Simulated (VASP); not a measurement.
Write the native input for VASP 6.6.1 that does the following.

```
Task                   : single point
Functional             : PBE
Potentials or basis    : VASP PAW PBE potentials, release 64 (Sn_d, P)
Cutoff                 : 520 eV
k mesh                 : 12 × 12 × 4
Occupations            : gaussian, width 0.1 eV
Spin                   : no spin polarisation
Dipole correction      : no
Further INCAR settings : ALGO = Normal; EDIFF = 1e-06; NBANDS = 25
```

The structure of SnP4 lies in POSCAR:

```
SnP4
1.0
    3.2917897707      0.0000000000      0.0000000000
   -1.6458948853      2.8507735653      0.0000000000
    0.0000000000      0.0000000000     11.9223258561
Sn P
1 4
Direct
    0.0000000000      0.0000000000      0.0000000000
    0.3333333333      0.6666666667      0.2239954945
    0.6666666667      0.3333333333      0.3283972913
    0.6666666667      0.3333333333      0.7760045055
    0.3333333333      0.6666666667      0.6716027087
```

One way to write it, as run:

INCAR

```
PREC     = Accurate       # precision mode
ENCUT    = 520            # plane-wave cutoff, eV
EDIFF    = 1E-6           # SCF threshold, eV
ISMEAR   = 0              # smearing method
SIGMA    = 0.1            # smearing width, eV
LREAL    = F              # projectors in reciprocal space
LASPH    = T              # aspherical terms in the spheres
NELM     = 100            # most SCF steps
ALGO     = Normal         # electronic algorithm
ISIF     = 2              # what is computed and relaxed
LWAVE    = F              # write WAVECAR
LCHARG   = F              # write CHGCAR
GGA      = PE             # functional
NBANDS   = 25             # bands
```

KPOINTS

```
Automatic mesh
0
Gamma
  12 12 4
```

Potentials or basis: VASP PAW PBE potentials, release 64 (Sn_d, P).

Command:

```sh
$ cat potpaw_PBE.64/Sn_d/POTCAR potpaw_PBE.64/P/POTCAR > POTCAR
$ mpirun -np 1 vasp_std > vasp.out
```

Results of the run:

* Pressure: -0.2 GPa
* Largest force: 0.069 eV/Å
* Band gap on the k mesh: zero (band 17 reaches 8.18 eV, above the bottom of band 18 at 5.11 eV)

Caveat: spin-orbit coupling is left out, which moves the levels of the heavy elements; this functional lacks dispersion, which binds the layers, so the pressure and a relaxed spacing across them are unreliable.

Wall time 83 s on 1 thread of AMD EPYC 9R45 96-Core Processor (Zen 5) (shared host), peak memory 0.28 GiB.
